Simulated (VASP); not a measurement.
Set up this calculation in VASP 6.6.1, as the native input.

- Task: single point
- Functional: PBE
- Potentials or basis: VASP PAW PBE potentials, release 64 (Cs_sv, I)
- Cutoff: 400 eV
- k mesh: 8 × 8 × 8
- Occupations: gaussian, width 0.05 eV
- Spin: no spin polarisation
- Dipole correction: no
- k mesh for the DOS: 12 × 12 × 12
- Occupations for the DOS: tetrahedron
- Further INCAR settings: ALGO = Normal; EDIFF = 1e-06

CsI:

```
Cs I
1.0
     4.66547    0.00000    0.00000
     0.00000    4.66547    0.00000
     0.00000    0.00000    4.66547
Cs I
1 1
Cartesian
  0.0000 0.0000 0.0000
  2.3327 2.3327 2.3327
```

One way to write it, as run:

POSCAR

```
CsI
1.0
    4.6654673611      0.0000000000      0.0000000000
    0.0000000000      4.6654673611      0.0000000000
    0.0000000000      0.0000000000      4.6654673611
Cs I
1 1
Direct
    0.0000000000      0.0000000000      0.0000000000
    0.5000000000      0.5000000000      0.5000000000
```

INCAR.step1

```
SYSTEM = CsI
PREC = Accurate ; ENCUT = 400
EDIFF = 1E-6 ; ISMEAR = 0
SIGMA = 0.05 ; LREAL = .False.
LASPH = .True. ; NELM = 120
ALGO = Normal ; ISIF = 2
LWAVE = .False. ; LCHARG = .True.
GGA = PE ; NBANDS = 15
GGA_COMPAT = .False. ; NEDOS = 2001
LORBIT = 11
```

KPOINTS.step1

```
Automatic mesh
0
Gamma
  8 8 8
  0 0 0
```

INCAR.step2

```
SYSTEM = CsI
PREC = Accurate ; ENCUT = 400
EDIFF = 1E-6 ; ISMEAR = -5
SIGMA = 0.05 ; LREAL = .False.
LASPH = .True. ; NELM = 120
ALGO = Normal ; ISIF = 2
LWAVE = .False. ; LCHARG = .False.
GGA = PE ; LORBIT = 10
NEDOS = 1001 ; ICHARG = 11
GGA_COMPAT = .False.
```

KPOINTS.step2

```
Automatic mesh
0
Gamma
  12 12 12
  0 0 0
```

Potentials or basis: VASP PAW PBE potentials, release 64 (Cs_sv, I).

Command:

```bash
$ cat potpaw_PBE.64/Cs_sv/POTCAR potpaw_PBE.64/I/POTCAR > POTCAR
$ cp INCAR.step1 INCAR
$ cp KPOINTS.step1 KPOINTS
$ mpirun -np 1 vasp_std > vasp.out
$ cp INCAR.step2 INCAR
$ cp KPOINTS.step2 KPOINTS
$ mpirun -np 1 vasp_std > vasp.out
```

It gave:

* Valence electrons inside the program's atomic spheres: Cs 6.57; I 4.33

Wall time 95 s on 1 thread of Intel Xeon 8259CL, on a shared host, peak memory 0.21 GiB.
